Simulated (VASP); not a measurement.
A run of VASP 6.6.1 is set up as follows.

Contents of INCAR:

```
PREC     = Accurate       # precision mode
ENCUT    = 520            # plane-wave cutoff, eV
EDIFF    = 1E-7           # SCF threshold, eV
ISMEAR   = 0              # smearing method
SIGMA    = 0.15           # smearing width, eV
LREAL    = F              # projectors in reciprocal space
LASPH    = T              # aspherical terms in the spheres
NELM     = 80             # most SCF steps
ALGO     = Fast           # electronic algorithm
ISIF     = 2              # what is computed and relaxed
LWAVE    = F              # write WAVECAR
LCHARG   = F              # write CHGCAR
GGA      = PS             # functional
NBANDS   = 18             # bands
```

KPOINTS

```
regular mesh
0
Gamma
  30 30 14
```

File POSCAR:

```
Cu
1.0
    2.5205910259      0.0000000000      0.0000000000
   -1.2602955130      2.1828958610      0.0000000000
    0.0000000000      0.0000000000      4.1165232698
Cu
2
Direct
    0.3333333333      0.6666666667      0.2682192581
    0.6666666667      0.3333333333      0.7317807419
```

Potentials or basis: VASP PAW PBE potentials, release 64 (Cu).

The run is started by

```bash
$ cat potpaw_PBE.64/Cu/POTCAR > POTCAR
$ mpirun -np 1 vasp_std > vasp.out
```

(1) What does it give for the pressure?

(2) Estimate the band gap on the k mesh.

Answers

(1) 3.3 GPa.

(2) zero (bands 11 and 12 overlap by 6.01 eV).

Caveat: the cell differs from its parent crystal (atoms displaced along a vibrational mode); the cell stands under pressure; the PAW data sets were made with another functional, which shifts forces and pressure a little.
